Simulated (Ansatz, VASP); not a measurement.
# Two plane-wave programs on Ir

```
Ir
1.0
     0.00000    1.93532    1.93532
     1.93532    0.00000    1.93532
     1.93532    1.93532    0.00000
Ir
1
Cartesian
  0.0000 0.0000 0.0000
```

Alike in both runs: functional PBE; k mesh 18 × 18 × 18; occupations gaussian, width 0.1 eV; no spin polarisation.

Ansatz relaxed the structure, and its values are those at the end. VASP's run is a single point on that final structure, the one shown.

|  | VASP | Ansatz |
| --- | --- | --- |
| version | VASP 6.6.1 | Ansatz 0.2.0 |
| potentials or method | VASP PAW PBE potentials, release 64 (Ir), cutoff 520 eV | scalar-relativistic, plane waves, PAW |
| valence electrons in the cell | 9 | 17 |

Ansatz gave:

| Quantity | Value |
| --- | --- |
| gap on the k mesh at the Fermi level (eV) | none |
| pressure (GPa) | 0.0 |

Question: Which values does VASP return?

Answer: gap on the k mesh at the Fermi level (eV): none; pressure (GPa): 0.5.

A gap of «none» marks a metal or a gap that the smearing closes. VASP's potentials hold 9 valence electrons a cell and Ansatz's 17, so a difference there can come from the potentials and not from the codes.

Spin-orbit coupling is off throughout.
